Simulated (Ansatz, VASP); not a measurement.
**Two plane-wave programs on Ge**

POSCAR

```
Ge
1.0
   -1.6084200000      1.6084200000      1.8731800000
    1.6084200000     -1.6084200000      1.8731800000
    1.6084200000      1.6084200000     -1.8731800000
Ge
1
Direct
    0.5000000000      0.5000000000      0.0000000000
```

INCAR.step1

```
PREC = Accurate
ENCUT = 520
EDIFF = 1E-5
ISMEAR = -1
SIGMA = 0.05
LREAL = F
LASPH = T
NELM = 100
ALGO = Normal
ISIF = 2
LWAVE = T
GGA = PE
NBANDS = 13
```

INCAR.step2

```
PREC = Accurate
ENCUT = 520
EDIFF = 1E-7
ISMEAR = -1
SIGMA = 0.05
LREAL = F
LASPH = T
NELM = 100
ALGO = Normal
ISIF = 2
LWAVE = F
LCHARG = T
GGA = PE
LHFCALC = T
HFSCREEN = 0.2079
PRECFOCK = Normal
LELF = T
LVHAR = T
ISTART = 1
NBANDS = 13
```

Contents of KPOINTS:

```
Automatic mesh
0
Gamma
  6 6 6
```

The input input:

```
crystal:
  lattice:
    - [-1.60842, 1.60842, 1.87318]
    - [1.60842, -1.60842, 1.87318]
    - [1.60842, 1.60842, -1.87318]
  atoms:
    - { symbol: Ge, position: [0.5, 0.5, 0.0] }
hamiltonian:
  xc: hse06
  pseudopotentials: { kind: paw }
kpoints:
  mp_grid: { grid: [6, 6, 6] }
  band_path:
    path:
      - [[0.0, 0.0, 0.0], [0.0, 0.0, 0.5], [-0.3686463256, 0.3686463256, 0.5], [-0.4343231628, 0.4343231628, 0.4343231628], [0.0, 0.0, 0.0], [0.5, 0.5, -0.5], [0.4343231628, 0.5656768372, -0.4343231628], [0.0, 0.5, 0.0], [0.25, 0.25, 0.25], [0.5, 0.5, -0.3686463256], [0.5, 0.5, -0.5]]
      - [[0.0, 0.0, 0.5], [0.25, 0.25, 0.25]]
    npoints: 4
scf:
  occupations: { method: fermi_dirac, width: 0.05 }
  n_extra_bands: 6
output:
  forces: true
  stress: true
  eigenvalues: true
  fatbands: false
  write_density: true
  write_potential: true
  elf: true
  volumetric_format: npy
```

Alike in both runs: functional HSE06; k mesh 6 × 6 × 6; occupations fermi-dirac, width 0.05 eV; no spin polarisation.

|  | VASP | Ansatz |
| --- | --- | --- |
| version | VASP 6.6.1 | Ansatz 0.2.0 |
| potentials or method | VASP PAW PBE potentials, release 64 (Ge_d) | Ansatz PAW |
| plane-wave cutoff (eV) | 520 | 420 |
| valence electrons in the cell | 14 | 14 |
| task | single point | band structure |

```tsv
	VASP	Ansatz	Ansatz less VASP
gap on the k mesh at the Fermi level (eV)	none	none	-
pressure (GPa)	-1.3	-1.4	-0.09
traceless stress, the component that is largest in VASP (GPa)	-7.00	-6.99	+0.002
```

A gap of «none» marks a metal or a gap that the smearing closes.

The k mesh is coarse, so the values compare programs but aren't converged.
